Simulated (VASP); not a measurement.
A run of VASP 6.6.1 is set up as follows.

INCAR

```
ALGO = Normal
EDIFF = 1E-7
ENCUT = 520
GGA = PE
ISIF = 2
ISMEAR = -1
LASPH = T
LCHARG = F
LREAL = F
LWAVE = F
NBANDS = 18
NELM = 80
PREC = Accurate
SIGMA = 0.05
```

The input KPOINTS:

```
k-points
0
Gamma
  7 7 5
```

The input POSCAR:

```
PtSe2
1.0
    3.6867600000      0.0000000000      0.0000000000
   -1.8433800000      3.1928278177      0.0000000000
    0.0000000000      0.0000000000      5.0620000000
Pt Se
1 2
Direct
    0.0000000000      0.0000000000      0.0000000000
    0.6666666667      0.3333333333      0.7500000000
    0.3333333333      0.6666666667      0.2500000000
```

Potentials or basis: VASP PAW PBE potentials, release 64 (Pt, Se).

Launch:

```bash
$ cat potpaw_PBE.64/Pt/POTCAR potpaw_PBE.64/Se/POTCAR > POTCAR
$ mpirun -np 1 vasp_std > vasp.out
```

(1) What does it give for the largest force?

(2) Predict the pressure.

(3) Estimate the band gap on the k mesh.

## Answers

(1) 0.869 eV/Å.

(2) 10.7 GPa.

(3) zero (band 11 reaches 7.20 eV, above the bottom of band 12 at 6.89 eV).

Caveat: spin-orbit coupling is left out, which moves the levels of the heavy elements.
